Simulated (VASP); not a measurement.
A run of VASP 6.6.1:

File INCAR:

```
SYSTEM = VCrC2
PREC     = Accurate       ! precision mode
ENCUT    = 520            ! plane-wave cutoff, eV
EDIFF    = 1E-7           ! SCF threshold, eV
ISMEAR   = -1             ! smearing method
SIGMA    = 0.05           ! smearing width, eV
LREAL    = .FALSE.        ! projectors in reciprocal space
LASPH    = .TRUE.         ! aspherical terms in the spheres
NELM     = 150            ! most SCF steps
ALGO     = Normal         ! electronic algorithm
ISIF     = 2              ! what is computed and relaxed
LWAVE    = .FALSE.        ! write WAVECAR
LCHARG   = .TRUE.         ! write CHGCAR
ISPIN    = 2              ! spin polarisation
MAGMOM   = 2.28 1.52 0 0  ! initial moments
LORBIT   = 11             ! projections on sites
NUPDOWN  = 3.8            ! fixed moment
LMAXMIX  = 4              ! l up to which the mixer works
GGA      = PS             ! functional
LELF     = .TRUE.         ! ELF
LVHAR    = .TRUE.       
NBANDS   = 28             ! bands
```

The input KPOINTS:

```
regular mesh
0
G
  9 9 9
  0 0 0
```

The input POSCAR:

```
VCrC2
1.0
    1.4606320425      0.8432963029      4.7393853233
   -1.4606320425      0.8432963029      4.7393853233
    0.0000000000     -1.6865926058      4.7393853233
Cr V C
1 1 2
Direct
    0.5000000000      0.5000000000      0.5000000000
    0.0000000000      0.0000000000      0.0000000000
    0.2487590000      0.2487590000      0.2487590000
    0.7512410000      0.7512410000      0.7512410000
```

Potentials or basis: VASP PAW PBE potentials, release 64 (Cr_pv, V_sv, C).

The run is started by

```bash
$ cat potpaw_PBE.64/Cr_pv/POTCAR potpaw_PBE.64/V_sv/POTCAR potpaw_PBE.64/C/POTCAR > POTCAR
$ mpirun -np 1 vasp_std > vasp.out
```

Hardware: 1 thread of Intel Xeon 8259CL (shared host).

Task: Estimate the wall time of this run.

Result: Wall time 11 min on 1 thread of Intel Xeon 8259CL, on a shared host, peak memory 0.38 GiB. Counts: scf iterations 16, k points 85.
